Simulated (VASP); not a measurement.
# Ti8C9 (a cell with a defect) in VASP: single point with PBE

Aim: the single point of Ti8C9 (a cell with a defect) with PBE.

Program: VASP 6.6.1. These are calculated values, not measurements. Logs are shortened: lines on timing, memory, paths and dates and some standing lists are left out, and cuts for length are marked.

**1. The cell of the first run**

The cell holds a defect, 17 atoms: a = 6.127 Å, b = 6.127 Å, c = 6.127 Å, α = 60.00°, β = 60.00°, γ = 60.00°.

**2. Single point, PBE**

INCAR reads:

```
SYSTEM = Ti8C9
PREC = Accurate
ENCUT = 520
EDIFF = 1E-6
ISMEAR = 0
SIGMA = 0.1
LREAL = Auto
LASPH = .TRUE.
NELM = 60
ALGO = Normal
ISIF = 2
LWAVE = .FALSE.
LCHARG = .TRUE.
GGA = PE
LELF = .TRUE.
LVHAR = .TRUE.
NBANDS = 80
```

KPOINTS reads:

```
regular mesh
0
G
  5 5 5
  0 0 0
```

POSCAR reads:

```
Ti8C9
1.0
    0.0000000000      4.3327798708     -4.3327798708
    4.3327798708      4.3327798708      0.0000000000
    4.3327798708      0.0000000000     -4.3327798708
Ti C
8 9
Direct
    0.0037237750     -0.0012412583      0.4987587417
    0.0099970777      0.5099970777      0.4700087668
    0.4987587417     -0.0012412583      0.4987587417
    0.4987587417      0.5037237750      0.4987587417
    0.0099970777     -0.0299912332      1.0099970777
    0.0099970777      0.5099970777      1.0099970777
    0.4987587417     -0.0012412583      1.0037237750
    0.4700087668      0.5099970777      1.0099970777
    0.2514962256      0.7514962256      0.2514962256
    0.2514962256      0.2455113231      0.2514962256
    0.7455113231      0.7514962256      0.2514962256
    0.7580719356      0.2580719356      0.2257841933
    0.2514962256      0.7514962256      0.7455113231
    0.2257841933      0.2580719356      0.7580719356
    0.7580719356      0.7257841933      0.7580719356
    0.7580719356      0.2580719356      0.7580719356
    0.8750000000      0.3750000000      0.8750000000
```

Potentials or basis: VASP PAW PBE potentials, release 64 (Ti_sv, C).

Run with:

```bash
> cat potpaw_PBE.64/Ti_sv/POTCAR potpaw_PBE.64/C/POTCAR > POTCAR
> mpirun -np 1 vasp_std > vasp.out
```

OUTCAR:

```text
SYSTEM = Ti8C9
   PREC = Accurate
   ENCUT = 520
   EDIFF = 1E-6
   ISMEAR = 0
   LREAL = Auto
   LASPH = .TRUE.
   NELM = 60
   ISIF = 2
   GGA = PE

 ion  position               nearest neighbor table
   1  0.004  0.999  0.499-  10 2.14  13 2.14   9 2.14  12 2.25  15 2.25  16 2.25
   2  0.010  0.510  0.470-  17 2.03   9 2.10  11 2.10  10 2.10  16 2.19  14 2.19  15 2.19   6 2.82
                             8 2.82   5 2.82
   3  0.499  0.999  0.499-  11 2.14  13 2.14  10 2.14  15 2.25  14 2.25  12 2.25
   4  0.499  0.504  0.499-  11 2.14  13 2.14   9 2.14  12 2.25  14 2.25  16 2.25
   5  0.010  0.970  0.010-  17 2.03   9 2.10  13 2.10  11 2.10  16 2.19  12 2.19  14 2.19   6 2.82
                             8 2.82   2 2.82
   6  0.010  0.510  0.010-  17 2.03  11 2.10  13 2.10  10 2.10  15 2.19  12 2.19  14 2.19   5 2.82
                             8 2.82   2 2.82
   7  0.499  0.999  0.004-  10 2.14  11 2.14   9 2.14  14 2.25  15 2.25  16 2.25
   8  0.470  0.510  0.010-  17 2.03   9 2.10  13 2.10  10 2.10  16 2.19  12 2.19  15 2.19   5 2.82
                             6 2.82   2 2.82
   9  0.251  0.751  0.251-   2 2.10   5 2.10   8 2.10   1 2.14   7 2.14   4 2.14
  10  0.251  0.246  0.251-   6 2.10   2 2.10   8 2.10   7 2.14   1 2.14   3 2.14
  11  0.746  0.751  0.251-   6 2.10   5 2.10   2 2.10   4 2.14   7 2.14   3 2.14
  12  0.758  0.258  0.226-  17 1.75   6 2.19   8 2.19   5 2.19   1 2.25   4 2.25   3 2.25
  13  0.251  0.751  0.746-   6 2.10   5 2.10   8 2.10   4 2.14   1 2.14   3 2.14
  14  0.226  0.258  0.758-  17 1.75   6 2.19   2 2.19   5 2.19   7 2.25   4 2.25   3 2.25
  15  0.758  0.726  0.758-  17 1.75   6 2.19   8 2.19   2 2.19   7 2.25   3 2.25   1 2.25
  16  0.758  0.258  0.758-  17 1.75   5 2.19   8 2.19   2 2.19   4 2.25   1 2.25   7 2.25
  17  0.875  0.375  0.875-  16 1.75  14 1.75  15 1.75  12 1.75   6 2.03   2 2.03   8 2.03   5 2.03

  LATTYP: Found a face centered cubic cell.
 ALAT       =     8.6655597416

  Lattice vectors:

 A1 = (   0.0000000000,   4.3327798708,  -4.3327798708)
 A2 = (   4.3327798708,   4.3327798708,   0.0000000000)
 A3 = (   4.3327798708,   0.0000000000,  -4.3327798708)

Analysis of symmetry for initial positions (statically):
=====================================================================
 Subroutine PRICEL returns:
 Original cell was already a primitive cell.

 Routine SETGRP: Setting up the symmetry group for a
 face centered cubic supercell.

 Subroutine GETGRP returns: Found 24 space group operations
 (whereof  6 operations were pure point group operations)
 out of a pool of 48 trial point group operations.

The static configuration has the point symmetry C_3v.
 The point group associated with its full space group is T_d .

Analysis of symmetry for dynamics (positions and initial velocities):
[... 140 lines left out ...]
   EMIN   =  10.00;   EMAX   =-10.00  energy-range for DOS
   EFERMI =   0.00;   METHOD = LEGACY
   ISMEAR =     0;   SIGMA  =   0.10  broadening in eV -4-tet -1-fermi 0-gaus
   EFERMI_NEDOS =   21; number of points for ismear=-14 and -15
   IALGO  =     38    algorithm
   IMIX   =      4    mixing-type and parameters
     AMIX     =   0.40;   BMIX     =  1.00
     AMIX_MAG =   1.60;   BMIX_MAG =  1.00
  volume/ion in A,a.u.               =       9.57        64.58
  Fermi-wavevector in a.u.,A,eV,Ry     =   1.526943  2.885504 31.722734  2.331555
  Thomas-Fermi vector in A             =   2.634907
   LORBIT       =      0    0 simple, 1 ext, 2 COOP (PROOUT), +10 PAW based schemes
   GGA     = PE    functional components
   LHFCALC =     F    Hartree Fock is set to
   AEXX    =    0.0000 exact exchange contribution
   IVDW    =     0    specifies the selected vdW correction
   LEPSILON=     F    determine dielectric tensor
   LRPA    =     F    only Hartree local field effects (RPA)
 non-spin polarized calculation
 Gauss-broadening in eV      SIGMA  =   0.10
  energy-cutoff  :      520.00
  volume of cell :      162.68
 maximum number of plane-waves:      4408
 NGX is ok and might be reduce to    48
   NGX = 23   NGY = 23   NGZ = 23

 number of electron     131.9999998 magnetization

 Free energy of the ion-electron system (eV)
  ---------------------------------------------------
  ext. energy  EPLUGINS =         0.00000000
  ---------------------------------------------------
  free energy    TOTEN  =      -153.92275595 eV

  energy without entropy =     -153.89806608  energy(sigma->0) =     -153.91041102

 E-fermi :  10.3948     XC(G=0): -12.8849

 val. band max:       10.3468285650   @ k =   0.4000   0.0000   0.0000
 cond. band min:      10.4174633468   @ k =  -0.4000   0.2000   0.0000
 fundamental gap:      0.0706347818
 Fermi energy:        10.3947920833

 k-point     1 :       0.0000    0.0000    0.0000
  band No.  band energies     occupation
      1     -46.6138      2.00000
      2     -46.5596      2.00000
      3     -46.5596      2.00000
      4     -46.5596      2.00000
      5     -46.4147      2.00000
      6     -46.3441      2.00000
[... 799 lines left out ...]
     77      12.7488      0.00000
     78      12.8207      0.00000
 [bands above 78 left out]

------------------------ aborting loop because EDIFF is reached ----------------------------------------

  FORCE on cell =-STRESS in cart. coord.  units (eV):
  Direction    XX          YY          ZZ          XY          YZ          ZX
  --------------------------------------------------------------------------------------
  -------------------------------------------------------------------------------------
  Total        9.7401347      9.7401347      9.7401347      0.0000000      0.0000000     -0.0000000
  in kB       95.9280631     95.9280631     95.9280631      0.0000000      0.0000000     -0.0000000
  external PRESSURE =      95.9280631 kB  Pullay stress =       0.0000000 kB

 VOLUME and BASIS-vectors are now :
 -----------------------------------------------------------------------------
  energy-cutoff  :      520.00
  volume of cell :      162.68
      direct lattice vectors                 reciprocal lattice vectors
     0.000000000  4.332779871 -4.332779871    -0.115399354  0.115399354 -0.115399354
     4.332779871  4.332779871  0.000000000     0.115399354  0.115399354  0.115399354
     4.332779871  0.000000000 -4.332779871     0.115399354 -0.115399354 -0.115399354

 POSITION                                       TOTAL-FORCE (eV/Angst)
 -----------------------------------------------------------------------------------
      6.48841      4.34354     -2.17715        -0.004903      0.004903     -0.004903
      4.24615      2.25302     -2.07976        -0.036117      0.036117      0.036117
      6.48841      6.48841     -4.32202        -0.004903     -0.004903      0.004903
      4.34354      4.34354     -4.32202         0.004903      0.004903      0.004903
      4.24615      4.24615     -0.08663        -0.036117     -0.036117     -0.036117
      2.25302      2.25302     -0.08663         0.036117      0.036117     -0.036117
[... 9 lines left out ...]
      4.40273      4.40273     -6.56912         0.003595      0.003595     -0.003595
      5.41597      5.41597     -7.58236         0.000000      0.000000     -0.000000
 -----------------------------------------------------------------------------------
    total drift:                               -0.000001     -0.000001      0.000001

  FREE ENERGIE OF THE ION-ELECTRON SYSTEM (eV)
  ---------------------------------------------------
  free  energy   TOTEN  =      -153.9227559534 eV

  energy  without entropy=     -153.8980660788  energy(sigma->0) =     -153.91041102
```

OSZICAR:

```text
N       E                     dE             d eps       ncg     rms          rms(c)
DAV:   1     0.198615751980E+04    0.19862E+04   -0.61237E+04  1600   0.204E+03
DAV:   2     0.184984765939E+03   -0.18012E+04   -0.17480E+04  1600   0.648E+02
DAV:   3    -0.155746374713E+03   -0.34073E+03   -0.33091E+03  2184   0.233E+02
DAV:   4    -0.192187160474E+03   -0.36441E+02   -0.36219E+02  2320   0.750E+01
DAV:   5    -0.194346138164E+03   -0.21590E+01   -0.21569E+01  2456   0.165E+01    0.532E+01
DAV:   6    -0.155052534794E+03    0.39294E+02   -0.32438E+02  2256   0.831E+01    0.168E+01
DAV:   7    -0.154011995437E+03    0.10405E+01   -0.46824E+01  2200   0.292E+01    0.118E+01
DAV:   8    -0.153948823925E+03    0.63172E-01   -0.39161E+00  2312   0.115E+01    0.774E+00
DAV:   9    -0.153924492993E+03    0.24331E-01   -0.17147E+00  2232   0.638E+00    0.162E+00
DAV:  10    -0.153916206339E+03    0.82867E-02   -0.35581E-01  2272   0.360E+00    0.998E-01
DAV:  11    -0.153923998320E+03   -0.77920E-02   -0.92600E-02  2288   0.175E+00    0.507E-01
DAV:  12    -0.153922144262E+03    0.18541E-02   -0.22004E-02  2304   0.879E-01    0.185E-01
DAV:  13    -0.153922848506E+03   -0.70424E-03   -0.43581E-03  2096   0.296E-01    0.654E-02
DAV:  14    -0.153922768612E+03    0.79894E-04   -0.89034E-04  2240   0.124E-01    0.295E-02
DAV:  15    -0.153922758714E+03    0.98979E-05   -0.13711E-04  2144   0.564E-02    0.115E-02
DAV:  16    -0.153922756273E+03    0.24410E-05   -0.21278E-05  2320   0.299E-02    0.665E-03
DAV:  17    -0.153922755953E+03    0.31921E-06   -0.52386E-06  1648   0.116E-02
   1 F= -.15392276E+03 E0= -.15391041E+03  d E =-.246899E-01
```

stdout:

```text
POSCAR found type information on POSCAR TiC
 POSCAR found :  2 types and      17 ions
 scaLAPACK will be used
 LDA part: xc-table for (Slater+PW92), standard interpolation
 POSCAR, INCAR and KPOINTS ok, starting setup
 FFT: planning ... GRIDC
 FFT: planning ... GRID_SOFT
 FFT: planning ... GRID
 WAVECAR not read
 entering main loop
```

It took 4 min on 1 thread of Intel Xeon Platinum 8488C (Sapphire Rapids), shared host; peak memory 0.35 GiB.

What came out:

```yaml
Free_energy: -153.9228 eV
Pressure: 9.6 GPa
Largest_force: 0.063 eV/Å
Band_gap_on_the_k_mesh: zero (band 66 reaches 10.65 eV, above the bottom of band 67 at 9.93 eV)
```

Forces on the atoms (eV/Å):
```
Ti  -0.005  0.005 -0.005
Ti  -0.036  0.036  0.036
Ti  -0.005 -0.005  0.005
Ti   0.005  0.005  0.005
Ti  -0.036 -0.036 -0.036
Ti   0.036  0.036 -0.036
Ti   0.005 -0.005 -0.005
Ti   0.036 -0.036  0.036
C    0.003  0.003 -0.003
C   -0.003 -0.003 -0.003
C    0.003 -0.003  0.003
C   -0.004  0.004  0.004
C   -0.003  0.003  0.003
C    0.004 -0.004  0.004
C   -0.004 -0.004 -0.004
C    0.004  0.004 -0.004
C    0.000  0.000  0.000
```
